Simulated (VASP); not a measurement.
# Ga2O3 (La2O3 type) (P-3m1) in VASP: relaxation of cell and atoms with PBE

Aim: the relaxation of cell and atoms of Ga2O3 (La2O3 type) with PBE.

Program: VASP 6.6.1. These are calculated values, not measurements. Logs are shortened: lines on timing, memory, paths and dates and some standing lists are left out, and cuts for length are marked.

## Step 1: The cell of the first run

Symmetry: P-3m1, No. 164, trigonal system. The conventional cell has a = 3.453 Å, b = 3.453 Å, c = 5.387 Å, α = 90.00°, β = 90.00°, γ = 120.00°. Within 2.8 Å of Ga (site symmetry 3m) lie 7 O at 2.08 to 2.39 Å. Within 3.2 Å of O (site symmetry -3m) lie 6 Ga at 2.39 Å and 6 O at 2.76 Å. Within 2.8 Å of O (site symmetry 3m) lie 4 Ga at 2.08 to 2.15 Å and 6 O at 2.53 to 2.76 Å.

## Step 2: Relaxation of cell and atoms, PBE

Input file INCAR:

```
SYSTEM = Ga2O3
PREC     = Accurate       ! precision mode
ENCUT    = 600            ! plane-wave cutoff, eV
EDIFF    = 1E-6           ! SCF threshold, eV
ISMEAR   = -1             ! smearing method
SIGMA    = 0.08           ! smearing width, eV
LREAL    = .False.        ! projectors in reciprocal space
LASPH    = .True.         ! aspherical terms in the spheres
NELM     = 60             ! most SCF steps
ALGO     = Normal         ! electronic algorithm
ISIF     = 3              ! what is computed and relaxed
LWAVE    = .False.        ! write WAVECAR
LCHARG   = .False.        ! write CHGCAR
GGA      = PE             ! functional
IBRION   = 2              ! ionic algorithm
NSW      = 100            ! ionic steps
EDIFFG   = -0.005         ! ionic threshold
```

Input file KPOINTS:

```
Automatic mesh
0
Gamma
  11 11 7
  0 0 0
```

Input file POSCAR:

```
Ga2O3
1.0
    3.4529274811      0.0000000000      0.0000000000
   -1.7264637405      2.9903229161      0.0000000000
    0.0000000000      0.0000000000      5.3865668705
Ga O
2 3
Direct
    0.3333333333      0.6666666667      0.2450000000
    0.6666666667      0.3333333333      0.7550000000
    0.0000000000      0.0000000000      0.0000000000
    0.3333333333      0.6666666667      0.6450000000
    0.6666666667      0.3333333333      0.3550000000
```

Potentials or basis: VASP PAW PBE potentials, release 64 (Ga_d, O).

The run is started by

```bash
cat potpaw_PBE.64/Ga_d/POTCAR potpaw_PBE.64/O/POTCAR > POTCAR
mpirun -np 1 vasp_std > vasp.out
```

OUTCAR:

```text
SYSTEM = Ga2O3
   PREC = Accurate
   ENCUT = 600
   EDIFF = 1E-6
   ISMEAR = -1
   LREAL = .False.
   LASPH = .True.
   NELM = 60
   ISIF = 3
   GGA = PE
   IBRION = 2
   NSW = 100
   EDIFFG = -0.005

 ion  position               nearest neighbor table
   1  0.333  0.667  0.245-   5 2.08   5 2.08   5 2.08   4 2.15   3 2.39   3 2.39   3 2.39
   2  0.667  0.333  0.755-   4 2.08   4 2.08   4 2.08   5 2.15   3 2.39   3 2.39   3 2.39
   3  0.000  0.000  0.000-   1 2.39   2 2.39   2 2.39   1 2.39   2 2.39   1 2.39
   4  0.333  0.667  0.645-   2 2.08   2 2.08   2 2.08   1 2.15
   5  0.667  0.333  0.355-   1 2.08   1 2.08   1 2.08   2 2.15

  LATTYP: Found a hexagonal cell.
 ALAT       =     3.4529274811
 C/A-ratio  =     1.5600000000

  Lattice vectors:

 A1 = (   3.4529274811,   0.0000000000,   0.0000000000)
 A2 = (  -1.7264637405,   2.9903229161,   0.0000000000)
 A3 = (   0.0000000000,   0.0000000000,   5.3865668705)

Analysis of symmetry for initial positions (statically):
=====================================================================
 Subroutine PRICEL returns:
 Original cell was already a primitive cell.

 Routine SETGRP: Setting up the symmetry group for a
 hexagonal supercell.

 Subroutine GETGRP returns: Found 12 space group operations
 (whereof 12 operations were pure point group operations)
 out of a pool of 24 trial point group operations.

The static configuration has the point symmetry D_3d.

Analysis of symmetry for dynamics (positions and initial velocities):
=====================================================================
 Subroutine PRICEL returns:
 Original cell was already a primitive cell.

 Routine SETGRP: Setting up the symmetry group for a
 hexagonal supercell.

 Subroutine GETGRP returns: Found 12 space group operations
 (whereof 12 operations were pure point group operations)
 out of a pool of 24 trial point group operations.

The dynamic configuration has the point symmetry D_3d.

 Subroutine INISYM returns: Found 12 space group operations
 (whereof 12 operations are pure point group operations),
 and found     1 'primitive' translations

----------------------------------------------------------------------------------------

                                     Primitive cell

  volume of cell :      55.6183

  direct lattice vectors                    reciprocal lattice vectors
     3.452927481  0.000000000  0.000000000     0.289609326  0.167206022  0.000000000
    -1.726463741  2.990322916  0.000000000     0.000000000  0.334412044  0.000000000
     0.000000000  0.000000000  5.386566871     0.000000000  0.000000000  0.185647004

  length of vectors
     3.452927481  3.452927481  5.386566871     0.334412044  0.334412044  0.185647004

  position of ions in fractional coordinates (direct lattice)
     0.333333333  0.666666667  0.245000000
     0.666666667  0.333333333  0.755000000
     0.000000000  0.000000000  0.000000000
     0.333333333  0.666666667  0.645000000
     0.666666667  0.333333333  0.355000000

  ion indices of the primitive-cell ions
   primitive index   ion index
                 1           1
                 2           2
                 3           3
                 4           4
                 5           5

----------------------------------------------------------------------------------------

 KPOINTS: Automatic mesh

Automatic generation of k-mesh.
 Grid dimensions read from file:
 generate k-points for:   11   11    7

 Generating k-lattice:

  Cartesian coordinates                     Fractional coordinates (reciprocal lattice)
     0.026328121  0.015200547  0.000000000     0.090909091 -0.000000000  0.000000000
     0.000000000  0.030401095  0.000000000     0.000000000  0.090909091  0.000000000
     0.000000000  0.000000000  0.026521001     0.000000000  0.000000000  0.142857143

  Length of vectors
     0.030401095  0.030401095  0.026521001

  Shift w.r.t. Gamma in fractional coordinates (k-lattice)
     0.000000000  0.000000000  0.000000000

 Subroutine IBZKPT returns following result:
 ===========================================

 Found     94 irreducible k-points:

 Following reciprocal coordinates:
            Coordinates               Weight
  0.000000  0.000000  0.000000      1.000000
  0.090909  0.000000  0.000000      6.000000
  0.181818  0.000000  0.000000      6.000000
  0.272727  0.000000  0.000000      6.000000
  0.363636  0.000000  0.000000      6.000000
  0.454545  0.000000  0.000000      6.000000
[... 16 lines left out ...]
  0.000000  0.272727  0.142857      6.000000
  0.363636  0.000000  0.142857      6.000000
 [... further k-points ...]
   k-points           NKPTS =     94   k-points in BZ     NKDIM =     94   number of bands    NBANDS=     26
   number of dos      NEDOS =    301   number of ions     NIONS =      5
   total plane-waves  NPLWV =  37632
   dimension x,y,z NGX =    28 NGY =   28 NGZ =   48
   dimension x,y,z NGXF=    56 NGYF=   56 NGZF=   96
   ions per type =               2   3
   NGX,Y,Z   is equivalent  to a cutoff of  13.48, 13.48, 14.81 a.u.
   NGXF,Y,Z  is equivalent  to a cutoff of  26.96, 26.96, 29.63 a.u.
 SYSTEM =  Ga2O3
   PREC   = accura    normal or accurate (medium, high low for compatibility)
   ISTART =      0    job   : 0-new  1-cont  2-samecut
   ICHARG =      2    charge: 1-file 2-atom 10-const
   ISPIN  =      1    spin polarized calculation?
   LNONCOLLINEAR =      F non collinear calculations
   LSORBIT =      F    spin-orbit coupling
   LASPH  =      T    aspherical Exc in radial PAW
   ENCUT  =  600.0 eV  44.10 Ry    6.64 a.u.   6.90  6.90 10.76*2*pi/ulx,y,z
   NELM   =     60;   NELMIN=  2; NELMDL= -5     # of ELM steps
   EDIFF  = 0.1E-05   stopping-criterion for ELM
   LREAL  =      F    real-space projection
   EDIFFG = -.5E-02   stopping-criterion for IOM
   NSW    =    100    number of steps for IOM
   IBRION =      2    ionic relax: 0-MD 1-quasi-New 2-CG
   NFREE  =      1    steps in history (QN), initial steepest desc. (CG)
   ISIF   =      3    stress and relaxation
   ISYM   =      2    0-nonsym 1-usesym 2-fastsym
   POTIM  = 0.5000    time-step for ionic-motion
   TEBEG  =    0.0;   TEEND  =   0.0 temperature during run
   PSTRESS=    0.0 pullay stress
   NELECT =      44.0000    total number of electrons
   NUPDOWN=      -1.0000    fix difference up-down
   EMIN   =  10.00;   EMAX   =-10.00  energy-range for DOS
   EFERMI =   0.00;   METHOD = LEGACY
   ISMEAR =    -1;   SIGMA  =   0.08  broadening in eV -4-tet -1-fermi 0-gaus
   EFERMI_NEDOS =   21; number of points for ismear=-14 and -15
   IALGO  =     38    algorithm
   IMIX   =      4    mixing-type and parameters
     AMIX     =   0.40;   BMIX     =  1.00
     AMIX_MAG =   1.60;   BMIX_MAG =  1.00
  volume/ion in A,a.u.               =      11.12        75.07
  Fermi-wavevector in a.u.,A,eV,Ry     =   1.514095  2.861225 31.191143  2.292484
  Thomas-Fermi vector in A             =   2.623799
   LORBIT       =      0    0 simple, 1 ext, 2 COOP (PROOUT), +10 PAW based schemes
   GGA     = PE    functional components
   LHFCALC =     F    Hartree Fock is set to
   AEXX    =    0.0000 exact exchange contribution
   IVDW    =     0    specifies the selected vdW correction
   LEPSILON=     F    determine dielectric tensor
   LRPA    =     F    only Hartree local field effects (RPA)
 conjugate gradient relaxation of ions
 non-spin polarized calculation
  energy-cutoff  :      600.00
  volume of cell :       55.62
 maximum number of plane-waves:      1870
   NGX = 13   NGY = 13   NGZ = 21

--------------------------------------- Ionic step        1  -------------------------------------------

 number of electron      43.9999982 magnetization

 Free energy of the ion-electron system (eV)
  ---------------------------------------------------
  ext. energy  EPLUGINS =         0.00000000
  ---------------------------------------------------
  free energy    TOTEN  =       -27.39559094 eV

  energy without entropy =      -27.39400147  energy(sigma->0) =      -27.39479621

------------------------ aborting loop because EDIFF is reached ----------------------------------------

  FORCE on cell =-STRESS in cart. coord.  units (eV):
  Direction    XX          YY          ZZ          XY          YZ          ZX
  --------------------------------------------------------------------------------------
  -------------------------------------------------------------------------------------
  Total       -8.7982566     -8.7982566     -0.2440312     -0.0000000      0.0000000     -0.0000000
  in kB     -253.4484296   -253.4484296     -7.0297255     -0.0000000      0.0000000     -0.0000000
  external PRESSURE =    -171.3088616 kB  Pullay stress =       0.0000000 kB
[... 98 lines left out ...]
  FREE ENERGIE OF THE ION-ELECTRON SYSTEM (eV)
  ---------------------------------------------------
  free  energy   TOTEN  =       -28.1511430448 eV

  energy  without entropy=      -28.1511331843  energy(sigma->0) =      -28.15113811

[... ionic steps 4 to 40 ...]

--------------------------------------- Ionic step       41  -------------------------------------------

 number of electron      43.9999999 magnetization

------------------------ aborting loop because EDIFF is reached ----------------------------------------

  FORCE on cell =-STRESS in cart. coord.  units (eV):
  Direction    XX          YY          ZZ          XY          YZ          ZX
  --------------------------------------------------------------------------------------
  -------------------------------------------------------------------------------------
  Total       -0.0374062     -0.0374062     -0.0083637     -0.0000000      0.0000000     -0.0000000
  in kB       -1.1044080     -1.1044080     -0.2469350     -0.0000000      0.0000000     -0.0000000
  external PRESSURE =      -0.8185837 kB  Pullay stress =       0.0000000 kB
[... 63 lines left out ...]
  energy  without entropy=      -29.0266533176  energy(sigma->0) =      -29.02665336

--------------------------------------- Ionic step       43  -------------------------------------------

 number of electron      43.9999999 magnetization

 Free energy of the ion-electron system (eV)
  ---------------------------------------------------
  ext. energy  EPLUGINS =         0.00000000
  ---------------------------------------------------
  free energy    TOTEN  =       -29.02665569 eV

  energy without entropy =      -29.02665560  energy(sigma->0) =      -29.02665565

 E-fermi :   4.7183     XC(G=0): -11.4207

 val. band max:        3.5944336179   @ k =   0.0000   0.0000   0.0000
 cond. band min:       5.6110434954   @ k =   0.0000   0.0000   0.0000
 fundamental gap:      2.0166098775
 Fermi energy:         4.7183409067

 k-point     1 :       0.0000    0.0000    0.0000
  band No.  band energies     occupation
      1     -15.2910      2.00000
      2     -14.4905      2.00000
      3     -13.2674      2.00000
      4      -9.5904      2.00000
      5      -9.5904      2.00000
      6      -9.5485      2.00000
[... 685 lines left out ...]
     25      11.8670      0.00000
     26      13.0063      0.00000

 [... further k-points ...]
[... 5 lines left out ...]
  --------------------------------------------------------------------------------------
  -------------------------------------------------------------------------------------
  Total       -0.0151042     -0.0151042     -0.0063751     -0.0000000     -0.0000000     -0.0000000
  in kB       -0.4459817     -0.4459817     -0.1882378     -0.0000000     -0.0000000     -0.0000000
  external PRESSURE =      -0.3600670 kB  Pullay stress =       0.0000000 kB
[... 20 lines left out ...]
  FREE ENERGIE OF THE ION-ELECTRON SYSTEM (eV)
  ---------------------------------------------------
  free  energy   TOTEN  =       -29.0266556931 eV

  energy  without entropy=      -29.0266556030  energy(sigma->0) =      -29.02665565

 reached required accuracy - stopping structural energy minimisation
```

Wall time 49 min (1 thread of Intel Xeon Platinum 8488C (Sapphire Rapids), shared host); peak memory 0.3 GiB.

What came out:

* Free energy: -29.0267 eV
* Relaxed volume: 10.85 Å³/atom
* Relaxed cell: a = 3.041 Å, b = 3.041 Å, c = 6.777 Å, α = 90.00°, β = 90.00°, γ = 120.00°
* Space group after relaxing (to 0.1 Å): P-3m1 (No. 164)
* Energy gained by relaxing: 326.2 meV/atom
* Ionic steps: 43
* Pressure after relaxing: 0.0 GPa
* Largest force after relaxing: 0.003 eV/Å
* Band gap on the k mesh: 2.02 eV

Forces on the atoms (eV/Å):
```
Ga   0.000  0.000  0.001
Ga   0.000  0.000 -0.001
O    0.000  0.000  0.000
O    0.000  0.000 -0.003
O    0.000  0.000  0.003
```

The path:
```
step  energy change (eV)  largest force (eV/Å)  pressure (GPa)  volume (Å³)
   1              0.0000                1.1576          -17.13        55.62
   3             -0.7556                0.7427            4.96        48.58
   5             -1.2409                2.1936           11.58        49.31
   7             -1.4611                1.1163            1.58        52.03
   9             -1.5092                0.7125            0.03        52.34
  11             -1.5740                0.3561            0.65        52.01
  13             -1.5929                0.2251            1.28        52.26
  15             -1.6098                0.1217           -2.17        53.84
  17             -1.6288                0.0985           -0.30        54.08
  19             -1.6309                0.0392           -0.02        54.29
  21             -1.6309                0.0204           -0.14        54.32
  23             -1.6310                0.0199            0.04        54.30
  25             -1.6310                0.0171            0.04        54.28
  27             -1.6310                0.0044           -0.05        54.29
  29             -1.6310                0.0084            0.07        54.27
  31             -1.6310                0.0080           -0.04        54.27
  33             -1.6310                0.0056            0.05        54.26
  35             -1.6311                0.0091           -0.07        54.27
  37             -1.6311                0.0104            0.02        54.26
  39             -1.6311                0.0072           -0.06        54.26
  41             -1.6311                0.0013           -0.08        54.27
  43             -1.6311                0.0034           -0.04        54.26
```

Final structure:
```xyz
5
Lattice="3.0407 0.0000 0.0000 -1.5203 2.6333 0.0000 0.0000 0.0000 6.7766" Properties=species:S:1:pos:R:3 pbc="T T T"
Ga    0.0000    1.7555    1.4073
Ga    1.5203    0.8778    5.3693
O     0.0000    0.0000    0.0000
O     0.0000    1.7555    4.6483
O     1.5203    0.8778    2.1283
```

Levels at points of the mesh, in eV from the valence-band top:
| k point | band 18 | band 19 | band 20 | band 21 | band 22 | band 23 | band 24 | band 25 | band 26 |
| --- | --- | --- | --- | --- | --- | --- | --- | --- | --- |
| (0.00, 0.00, 0.00) | -1.20 | -1.20 | -0.99 | -0.99 | 0.00 | 2.02 | 5.18 | 6.26 | 10.86 |

Caveat: a cell axis changed by over 15 % at a fixed basis, so the end point is rough. A k mesh can miss the band edges.
